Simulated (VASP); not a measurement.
# Pb (Fm-3m) in VASP: further runs, part 2 of 2

VASP 6.6.1.

## (6) Single point, PBE

This run uses another cell than the first one, of 32.13 Å³/atom.

INCAR reads:

```
SYSTEM = Pb
ALGO     = Normal         ! electronic algorithm
EDIFF    = 1E-7           ! SCF threshold, eV
ENCUT    = 520            ! plane-wave cutoff, eV
GGA      = PE             ! functional
ISIF     = 2              ! what is computed and relaxed
ISMEAR   = -1             ! smearing method
LASPH    = .True.         ! aspherical terms in the spheres
LCHARG   = .True.         ! write CHGCAR
LELF     = .True.         ! ELF
LREAL    = .False.        ! projectors in reciprocal space
LVHAR    = .True.       
LWAVE    = .False.        ! write WAVECAR
NBANDS   = 13             ! bands
NELM     = 80             ! most SCF steps
PREC     = Accurate       ! precision mode
SIGMA    = 0.06122561905347299 ! smearing width, eV
```

KPOINTS reads:

```
k-points
0
Gamma
  19 19 19
  0 0 0
```

POSCAR reads:

```
Pb
1.0
    0.0000000000      2.5232788798      2.5232788798
    2.5232788798      0.0000000000      2.5232788798
    2.5232788798      2.5232788798      0.0000000000
Pb
1
Direct
    0.0000000000      0.0000000000      0.0000000000
```

Potentials or basis: VASP PAW PBE potentials, release 64 (Pb_d).

The run is started by

```console
cat potpaw_PBE.64/Pb_d/POTCAR > POTCAR
mpirun -np 1 vasp_std > vasp.out
```

OUTCAR:

```text
SYSTEM = Pb
   EDIFF = 1E-7
   ENCUT = 520
   GGA = PE
   ISIF = 2
   ISMEAR = -1
   LASPH = .True.
   LREAL = .False.
   NELM = 80
   PREC = Accurate

 ion  position               nearest neighbor table
   1  0.000  0.000  0.000-

  LATTYP: Found a face centered cubic cell.
 ALAT       =     5.0465577596

  Lattice vectors:

 A1 = (   0.0000000000,   2.5232788798,   2.5232788798)
 A2 = (   2.5232788798,   0.0000000000,   2.5232788798)
 A3 = (   2.5232788798,   2.5232788798,   0.0000000000)

Analysis of symmetry for initial positions (statically):
=====================================================================
 Subroutine PRICEL returns:
 Original cell was already a primitive cell.

 Routine SETGRP: Setting up the symmetry group for a
 face centered cubic supercell.

 Subroutine GETGRP returns: Found 48 space group operations
 (whereof 48 operations were pure point group operations)
 out of a pool of 48 trial point group operations.

The static configuration has the point symmetry O_h .

Analysis of symmetry for dynamics (positions and initial velocities):
=====================================================================
 Subroutine PRICEL returns:
 Original cell was already a primitive cell.

 Routine SETGRP: Setting up the symmetry group for a
 face centered cubic supercell.

 Subroutine GETGRP returns: Found 48 space group operations
 (whereof 48 operations were pure point group operations)
 out of a pool of 48 trial point group operations.

The dynamic configuration has the point symmetry O_h .

 Subroutine INISYM returns: Found 48 space group operations
 (whereof 48 operations are pure point group operations),
 and found     1 'primitive' translations

----------------------------------------------------------------------------------------

                                     Primitive cell

  volume of cell :      32.1311

  direct lattice vectors                    reciprocal lattice vectors
     0.000000000  2.523278880  2.523278880    -0.198154871  0.198154871  0.198154871
     2.523278880  0.000000000  2.523278880     0.198154871 -0.198154871  0.198154871
     2.523278880  2.523278880  0.000000000     0.198154871  0.198154871 -0.198154871

  length of vectors
     3.568455213  3.568455213  3.568455213     0.343214304  0.343214304  0.343214304

  position of ions in fractional coordinates (direct lattice)
     0.000000000  0.000000000  0.000000000

  ion indices of the primitive-cell ions
   primitive index   ion index
                 1           1

----------------------------------------------------------------------------------------

 KPOINTS: k-points

Automatic generation of k-mesh.
 Grid dimensions read from file:
 generate k-points for:   19   19   19

 Generating k-lattice:

  Cartesian coordinates                     Fractional coordinates (reciprocal lattice)
    -0.010429204  0.010429204  0.010429204     0.052631579  0.000000000  0.000000000
     0.010429204 -0.010429204  0.010429204     0.000000000  0.052631579  0.000000000
     0.010429204  0.010429204 -0.010429204     0.000000000  0.000000000  0.052631579

  Length of vectors
     0.018063911  0.018063911  0.018063911

  Shift w.r.t. Gamma in fractional coordinates (k-lattice)
     0.000000000  0.000000000  0.000000000

 Subroutine IBZKPT returns following result:
 ===========================================

 Found    220 irreducible k-points:

 Following reciprocal coordinates:
            Coordinates               Weight
  0.000000  0.000000  0.000000      1.000000
  0.052632  0.000000  0.000000      8.000000
  0.105263  0.000000  0.000000      8.000000
  0.157895  0.000000  0.000000      8.000000
  0.210526  0.000000  0.000000      8.000000
  0.263158  0.000000  0.000000      8.000000
[... 16 lines left out ...]
 -0.315789  0.052632  0.000000     24.000000
 -0.263158  0.052632  0.000000     24.000000
 [... further k-points ...]
   k-points           NKPTS =    220   k-points in BZ     NKDIM =    220   number of bands    NBANDS=     13
   number of dos      NEDOS =    301   number of ions     NIONS =      1
   total plane-waves  NPLWV =  21952
   dimension x,y,z NGX =    28 NGY =   28 NGZ =   28
   dimension x,y,z NGXF=    56 NGYF=   56 NGZF=   56
   ions per type =               1
   NGX,Y,Z   is equivalent  to a cutoff of  13.04, 13.04, 13.04 a.u.
   NGXF,Y,Z  is equivalent  to a cutoff of  26.09, 26.09, 26.09 a.u.
 SYSTEM =  Pb
   PREC   = accura    normal or accurate (medium, high low for compatibility)
   ISTART =      0    job   : 0-new  1-cont  2-samecut
   ICHARG =      2    charge: 1-file 2-atom 10-const
   ISPIN  =      1    spin polarized calculation?
   LNONCOLLINEAR =      F non collinear calculations
   LSORBIT =      F    spin-orbit coupling
   LASPH  =      T    aspherical Exc in radial PAW
   ENCUT  =  520.0 eV  38.22 Ry    6.18 a.u.   6.63  6.63  6.63*2*pi/ulx,y,z
   NELM   =     80;   NELMIN=  2; NELMDL= -5     # of ELM steps
   EDIFF  = 0.1E-06   stopping-criterion for ELM
   LREAL  =      F    real-space projection
   EDIFFG = 0.1E-05   stopping-criterion for IOM
   NSW    =      0    number of steps for IOM
   IBRION =     -1    ionic relax: 0-MD 1-quasi-New 2-CG
   NFREE  =      0    steps in history (QN), initial steepest desc. (CG)
   ISIF   =      2    stress and relaxation
   ISYM   =      2    0-nonsym 1-usesym 2-fastsym
   POTIM  = 0.5000    time-step for ionic-motion
   TEBEG  =    0.0;   TEEND  =   0.0 temperature during run
   PSTRESS=    0.0 pullay stress
   NELECT =      14.0000    total number of electrons
   NUPDOWN=      -1.0000    fix difference up-down
   EMIN   =  10.00;   EMAX   =-10.00  energy-range for DOS
   EFERMI =   0.00;   METHOD = LEGACY
   ISMEAR =    -1;   SIGMA  =   0.06  broadening in eV -4-tet -1-fermi 0-gaus
   EFERMI_NEDOS =   21; number of points for ismear=-14 and -15
   IALGO  =     38    algorithm
   IMIX   =      4    mixing-type and parameters
     AMIX     =   0.40;   BMIX     =  1.00
     AMIX_MAG =   1.60;   BMIX_MAG =  1.00
  volume/ion in A,a.u.               =      32.13       216.83
  Fermi-wavevector in a.u.,A,eV,Ry     =   1.241106  2.345351 20.957659  1.540344
  Thomas-Fermi vector in A             =   2.375518
   LORBIT       =      0    0 simple, 1 ext, 2 COOP (PROOUT), +10 PAW based schemes
   GGA     = PE    functional components
   LHFCALC =     F    Hartree Fock is set to
   AEXX    =    0.0000 exact exchange contribution
   IVDW    =     0    specifies the selected vdW correction
   LEPSILON=     F    determine dielectric tensor
   LRPA    =     F    only Hartree local field effects (RPA)
 non-spin polarized calculation
  energy-cutoff  :      520.00
  volume of cell :       32.13
 maximum number of plane-waves:       893
   NGX = 13   NGY = 13   NGZ = 13

 number of electron      14.0000003 magnetization

 Free energy of the ion-electron system (eV)
  ---------------------------------------------------
  ext. energy  EPLUGINS =         0.00000000
  ---------------------------------------------------
  free energy    TOTEN  =        -3.56785114 eV

  energy without entropy =       -3.56147568  energy(sigma->0) =       -3.56466341

 E-fermi :   6.6910     XC(G=0):  -9.9096

 val. band max:        6.6822425126   @ k =  -0.4211   0.3684   0.1053
 cond. band min:       6.6972969220   @ k =  -0.4737   0.3158   0.0000
 fundamental gap:      0.0150544095
 Fermi energy:         6.6910126455

 k-point     1 :       0.0000    0.0000    0.0000
  band No.  band energies     occupation
      1     -10.3843      2.00000
      2     -10.3843      2.00000
      3     -10.3843      2.00000
      4     -10.2676      2.00000
      5     -10.2676      2.00000
      6      -4.7243      2.00000
      7      13.6183      0.00000
      8      13.6183      0.00000
      9      13.6183      0.00000
     10      16.3712      0.00000
     11      17.2588      0.00000
     12      18.7184      0.00000
     13      18.7184      0.00000
[... 353 lines left out ...]
 k-point    24 :      -0.2632    0.0526    0.0000
  band No.  band energies     occupation
      1     -10.3891      2.00000
      2     -10.3546      2.00000
      3     -10.3523      2.00000
      4     -10.2379      2.00000
      5     -10.2111      2.00000
      6      -3.2793      2.00000
      7       6.5143      1.89437
      8      11.6089      0.00000
      9      12.8551      0.00000
     10      15.6938      0.00000
     11      17.0822      0.00000
     12      18.0957      0.00000
     13      19.4732      0.00000

 [... further k-points ...]

------------------------ aborting loop because EDIFF is reached ----------------------------------------

  FORCE on cell =-STRESS in cart. coord.  units (eV):
  Direction    XX          YY          ZZ          XY          YZ          ZX
  --------------------------------------------------------------------------------------
  -------------------------------------------------------------------------------------
  Total       -0.0376282     -0.0376282     -0.0376282     -0.0000000     -0.0000000      0.0000000
  in kB       -1.8762843     -1.8762843     -1.8762843     -0.0000000     -0.0000000      0.0000000
  external PRESSURE =      -1.8762843 kB  Pullay stress =       0.0000000 kB

 VOLUME and BASIS-vectors are now :
 -----------------------------------------------------------------------------
  energy-cutoff  :      520.00
  volume of cell :       32.13
      direct lattice vectors                 reciprocal lattice vectors
     0.000000000  2.523278880  2.523278880    -0.198154871  0.198154871  0.198154871
     2.523278880  0.000000000  2.523278880     0.198154871 -0.198154871  0.198154871
     2.523278880  2.523278880  0.000000000     0.198154871  0.198154871 -0.198154871

 POSITION                                       TOTAL-FORCE (eV/Angst)
 -----------------------------------------------------------------------------------
      0.00000      0.00000      0.00000         0.000000     -0.000000     -0.000000
 -----------------------------------------------------------------------------------
    total drift:                               -0.000000     -0.000000     -0.000000

  FREE ENERGIE OF THE ION-ELECTRON SYSTEM (eV)
  ---------------------------------------------------
  free  energy   TOTEN  =        -3.5678511420 eV

  energy  without entropy=       -3.5614756778  energy(sigma->0) =       -3.56466341
```

It took 79 s on 1 thread of Intel Xeon 6975P-C (Granite Rapids), shared host; peak memory 0.22 GiB.

What came out:

| Property | Result |
| --- | --- |
| Free energy | -3.5679 eV |
| Pressure | -0.2 GPa |
| Band gap on the k mesh | zero (bands 7 and 8 overlap by 8.52 eV) |

Caveat: spin-orbit coupling is left out, which moves the levels of the heavy elements.

## (7) Summary

```csv
cell,gap on the mesh (eV),pressure (GPa)
"a = 3.520 Å, angles 60.0°, 1 atom",none,1.6
"a = 3.545 Å, angles 60.0°, 1 atom",none,0.6
"a = 3.568 Å, angles 60.0°, 1 atom",none,-0.2
```

Alike in all rows: task single point; level PBE; potentials or basis VASP PAW PBE potentials, release 64 (Pb_d); no spin polarisation; k mesh 19 × 19 × 19; cutoff (eV) 520; smearing fermi-dirac 0.0612256 eV.

Caveats: spin-orbit coupling is left out, which moves the levels of the heavy elements.

Total energies depend on the potentials used, so only differences within one code and one set of settings carry meaning.

The gap in the log of VASP goes by the Fermi energy; the results here count the filled bands.